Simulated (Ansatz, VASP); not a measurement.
# C in VASP and in Ansatz

```
C
1.0
     2.39758    0.00000    0.00000
    -1.19879    2.07636    0.00000
     0.00000    0.00000    6.59092
C
4
Direct
  0.00000 0.00000 0.00000
  0.00000 0.00000 0.50000
  0.33333 0.66667 0.00500
  0.66667 0.33333 0.50500
```

Alike in both runs: task single point; functional r2SCAN; k mesh 21 × 21 × 6; occupations gaussian, width 0.1 eV; no spin polarisation.

|  | VASP | Ansatz |
| --- | --- | --- |
| version | VASP 6.6.1 | Ansatz 0.2.0 |
| potentials or method | VASP PAW PBE potentials, release 64 (C), cutoff 520 eV | scalar-relativistic, plane waves, PAW |
| valence electrons in the cell | 16 | 16 |

|  | VASP | Ansatz | Ansatz less VASP |
| --- | --- | --- | --- |
| gap on the k mesh at the Fermi level (eV) | none | none | - |
| pressure (GPa) | 24.4 | 23.7 | -0.73 |
| traceless stress, the component that is largest in VASP (GPa) | -22.55 | -21.68 | +0.864 |
| rms of the force components (eV/Å) | 0.325 | 0.328 | +0.0033 |

VASP's potentials were made for PBE, not for r2SCAN. Atom by atom the forces differ by 0.003 eV/Å (rms over components). A gap of «none» marks a metal or a gap that the smearing closes. With one functional, cell and mesh, what is left measures potentials, basis and numerics.
